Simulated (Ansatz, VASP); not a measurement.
## Two plane-wave programs on Ge

INCAR

```
ALGO = Normal
EDIFF = 1E-7
EDIFFG = -0.002
ENCUT = 500
GGA = PS
GGA_COMPAT = F
IBRION = 2
ISIF = 3
ISMEAR = 0
LASPH = T
LCHARG = F
LREAL = F
LWAVE = F
NELM = 120
NELMIN = 4
NSW = 80
PREC = Accurate
SIGMA = 0.01
```

Contents of KPOINTS:

```
k-points
0
Gamma
  10 10 6
```

POSCAR

```
Ge
1.0
    3.9900000000      0.0000000000      0.0000000000
   -1.9950000000      3.4554413611      0.0000000000
    0.0000000000      0.0000000000      6.5800000000
Ge
4
Direct
    0.3333333333      0.6666666667      0.0625000000
    0.6666666667      0.3333333333      0.5625000000
    0.6666666667      0.3333333333      0.9375000000
    0.3333333333      0.6666666667      0.4375000000
```

Input for Ansatz:

```yaml
crystal:
  lattice:
    - [3.99, 0.0, 0.0]
    - [-1.995, 3.4554413611, 0.0]
    - [0.0, 0.0, 6.58]
  atoms:
    - { symbol: Ge, position: [0.3333333333, 0.6666666667, 0.0625] }
    - { symbol: Ge, position: [0.6666666667, 0.3333333333, 0.5625] }
    - { symbol: Ge, position: [0.6666666667, 0.3333333333, 0.9375] }
    - { symbol: Ge, position: [0.3333333333, 0.6666666667, 0.4375] }
scf:
  occupations: { method: gaussian, width: 0.01 }
output:
  forces: true
  stress: true
  write_density: true
  write_potential: true
  elf: true
  volumetric_format: npy
hamiltonian:
  xc: pbesol
kpoints:
  mp_grid: { grid: [10, 10, 6] }
relax:
  f_tol: 0.002
  cell: { stress_tol: 0.03 }
```

Alike in both runs: task relaxation of cell and atoms; functional PBEsol; k mesh 10 × 10 × 6; occupations gaussian, width 0.01 eV; no spin polarisation.

|  | VASP | Ansatz |
| --- | --- | --- |
| version | VASP 6.6.1 | Ansatz 0.2.0 |
| potentials or method | VASP PAW PBE potentials, release 64 (Ge_d) | scalar-relativistic, plane waves, PAW |
| plane-wave cutoff (eV) | 500 | 420 |
| valence electrons in the cell | 56 | 56 |

Ansatz gave:

* gap on the k mesh at the Fermi level, each at its own relaxed structure (eV): none
* relaxed volume (Å³/atom): 22.81
* relaxed cell length with the largest relative difference (Å): 3.998

Estimate VASP's values.

gap on the k mesh at the Fermi level, each at its own relaxed structure (eV): none; relaxed volume (Å³/atom): 22.76; relaxed cell length with the largest relative difference (Å): 3.995.

VASP's potentials were made for PBE, not for PBEsol. A gap of «none» marks a metal or a gap that the smearing closes.
